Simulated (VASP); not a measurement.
Wanted: the native input for a VASP 6.6.1 run.

```
Task                   : single point
Functional             : PBE
Potentials or basis    : VASP PAW PBE potentials, release 64 (Zn, S)
Cutoff                 : 520 eV
k mesh                 : 8 × 8 × 2
Occupations            : gaussian, width 0.05 eV
Spin                   : no spin polarisation
Dipole correction      : no
Further INCAR settings : ALGO = Normal; EDIFF = 1e-07; NBANDS = 46
```

The structure of ZnS lies in POSCAR:

```
ZnS
1.0
   -3.8467234434      0.0000000000      0.0000000000
   -1.9233617217     -3.3313602233      0.0000000000
    0.0000000000      0.0000000000     14.0902250239
Zn S
4 4
Direct
    0.0000000000      0.0000000000      0.5863880474
    0.0000000000      0.0000000000      0.1396164379
    0.3333333333      0.3333333333      0.8097507691
    0.6666666667      0.6666666667      0.3629791596
    0.0000000000      0.0000000000      0.7536944997
    0.0000000000      1.0000000000      0.3069228903
    0.3333333333      0.3333333333      0.0838460225
    0.6666666667      0.6666666667      0.5306176319
```

This cell differs from its parent crystal: the distance across one plane changed.

These files were run (other wordings do the same):

INCAR

```
ALGO = Normal
EDIFF = 1E-7
ENCUT = 520
GGA = PE
ISIF = 2
ISMEAR = 0
LASPH = T
LCHARG = F
LREAL = F
LWAVE = F
NBANDS = 46
NELM = 80
PREC = Accurate
SIGMA = 0.05
```

KPOINTS

```
k-points
0
Gamma
  8 8 2
```

Potentials or basis: VASP PAW PBE potentials, release 64 (Zn, S).

Command:

```bash
$ cat potpaw_PBE.64/Zn/POTCAR potpaw_PBE.64/S/POTCAR > POTCAR
$ mpirun -np 1 vasp_std > vasp.out
```

Results of the run:

```yaml
Pressure: -0.9 GPa
Largest_force: 1.025 eV/Å
Band_gap_on_the_k_mesh: zero (filled and empty bands touch)
```

Caveat: the cell differs from its parent crystal (the distance across one plane changed); semilocal functionals underestimate gaps, so a narrow gap can read as zero; forces of over 1 eV/Å act on the atoms, so gaps and moduli don't describe the material at rest.

It took 2.9 min on 1 thread of AMD EPYC 9R45 96-Core Processor (Zen 5) (shared host), peak memory 0.32 GiB.
